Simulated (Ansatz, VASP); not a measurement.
## One calculation of ZnCd2S3, two programs

```
Zn Cd S
1.0
     4.06751    0.00036   -0.00012
    -2.03347    3.52339    0.00028
    -0.00062    0.00127   20.09907
Zn Cd S
2 4 6
Cartesian
  2.0244 1.1584 6.6971
  0.0119 2.3621 16.7464
  0.0082 0.0119 20.0404
  -0.0157 -0.0063 9.9928
  -0.0046 2.3530 3.4487
  2.0418 1.1720 13.5003
  -0.0047 0.0047 2.4920
  0.0077 -0.0022 12.5420
  -0.0093 2.3351 6.0088
  2.0447 1.1866 16.0594
  2.0192 1.1680 9.0460
  0.0086 2.3603 19.0954
```

Change from the starting cell: cell x1, atoms moved at random (sigma 0.15 Å) and cell strained at random (1.5 %), then relaxed without symmetry.

Alike in both runs: functional PBE; k mesh 6 × 6 × 1; occupations gaussian, width 0.1 eV; no spin polarisation.

Ansatz relaxed the structure, and its values are those at the end. VASP's run is a single point on that final structure, the one shown.

|  | VASP | Ansatz |
| --- | --- | --- |
| version | VASP 6.6.1 | Ansatz 0.2.0 |
| potentials or method | VASP PAW PBE potentials, release 64 (Zn, Cd, S), cutoff 520 eV | scalar-relativistic, plane waves, PAW |
| valence electrons in the cell | 108 | 140 |

```csv
,VASP,Ansatz,Ansatz less VASP
gap on the k mesh at the Fermi level (eV),1.18,1.18,-0.001
least direct gap on the mesh (eV),1.18,1.18,-0.001
pressure (GPa),0.3,0.0,-0.27
rms of the force components (eV/Å),0.009,0.004,-0.0047
```

VASP's potentials hold 108 valence electrons a cell and Ansatz's 140, so a difference there can come from the potentials and not from the codes.
